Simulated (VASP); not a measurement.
A run of VASP 6.6.1 is set up as follows.

Contents of INCAR:

```
SYSTEM = ZnS
ALGO = Normal
EDIFF = 1E-7
ENCUT = 520
GGA = RP
ISIF = 2
ISMEAR = -1
LASPH = .True.
LCHARG = .False.
LREAL = .False.
LWAVE = .False.
NBANDS = 26
NELM = 100
PREC = Accurate
SIGMA = 0.05
```

KPOINTS

```
k-points
0
Gamma
  5 5 3
  0 0 0
```

File POSCAR:

```
ZnS
1.0
    3.8110000000      0.0000000000      0.0000000000
   -1.9055000000      3.3004228138      0.0000000000
    0.0000000000      0.0000000000      6.2340000000
Zn S
2 2
Direct
    0.6666666667      0.3333333333      0.5000000000
    0.3333333333      0.6666666667      0.0000000000
    0.6666666667      0.3333333333      0.8850000000
    0.3333333333      0.6666666667      0.3850000000
```

Potentials or basis: VASP PAW PBE potentials, release 64 (Zn, S).

The run is started by

```console
$ cat potpaw_PBE.64/Zn/POTCAR potpaw_PBE.64/S/POTCAR > POTCAR
$ mpirun -np 1 vasp_std > vasp.out
```

**Question.** Estimate the pressure.

**Answer.** 5.1 GPa.

**Question.** What does it give for the largest force?

**Answer.** 0.332 eV/Å.

**Question.** Estimate the band gap on the k mesh.

**Answer.** 2.42 eV, direct.

Forces in eV/Å, atoms in the order of the input:
```
Zn   0.000  0.000  0.332
Zn   0.000  0.000  0.332
S    0.000  0.000 -0.332
S    0.000  0.000 -0.332
```

Caveat: the PAW data sets were made with another functional, which shifts forces and pressure a little. As with any semilocal functional, this RPBE gap is likely too small.
